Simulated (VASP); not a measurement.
Here is a VASP 6.6.1 calculation.

INCAR

```
PREC     = Accurate       # precision mode
ENCUT    = 520            # plane-wave cutoff, eV
EDIFF    = 1E-6           # SCF threshold, eV
ISMEAR   = 0              # smearing method
SIGMA    = 0.05           # smearing width, eV
LREAL    = F              # projectors in reciprocal space
LASPH    = T              # aspherical terms in the spheres
NELM     = 80             # most SCF steps
ALGO     = Normal         # electronic algorithm
ISIF     = 2              # what is computed and relaxed
LWAVE    = F              # write WAVECAR
LCHARG   = F              # write CHGCAR
GGA      = PE             # functional
NBANDS   = 31             # bands
```

File KPOINTS:

```
Automatic mesh
0
Gamma
  6 6 4
```

Contents of POSCAR:

```
HfO2
1.0
    3.6343775878     -0.0391468573     -0.0119221037
   -0.0391468573      3.7047186118     -0.1024043993
   -0.0174118355     -0.1495582151      5.2471768552
Hf O
2 4
Direct
    0.4988882669      0.4933833138      0.4943799905
   -0.0108882625      0.0065486711      0.0036761897
    0.0074883885      0.5086084335      0.6900279645
    0.5103571417     -0.0010149686      0.8137509832
    0.4881678350     -0.0094184042      0.3107213704
    0.0059866305      0.5018929545      0.1874435017
```

Potentials or basis: VASP PAW PBE potentials, release 64 (Hf_pv, O).

Run with:

```bash
$ cat potpaw_PBE.64/Hf_pv/POTCAR potpaw_PBE.64/O/POTCAR > POTCAR
$ mpirun -np 1 vasp_std > vasp.out
```

(1) What does it give for the largest force?

(2) Estimate the pressure.

(3) What does it give for the band gap on the k mesh?

## Answers

(1) 1.347 eV/Å.

(2) -7.8 GPa.

(3) 4.29 eV (least direct gap 4.45 eV).

Caveat: the cell differs from its parent crystal (atoms moved at random and the cell strained at random); the cell stands under tension; spin-orbit coupling is left out, which moves the levels of the heavy elements; forces of over 1 eV/Å act on the atoms, so gaps and moduli don't describe the material at rest.
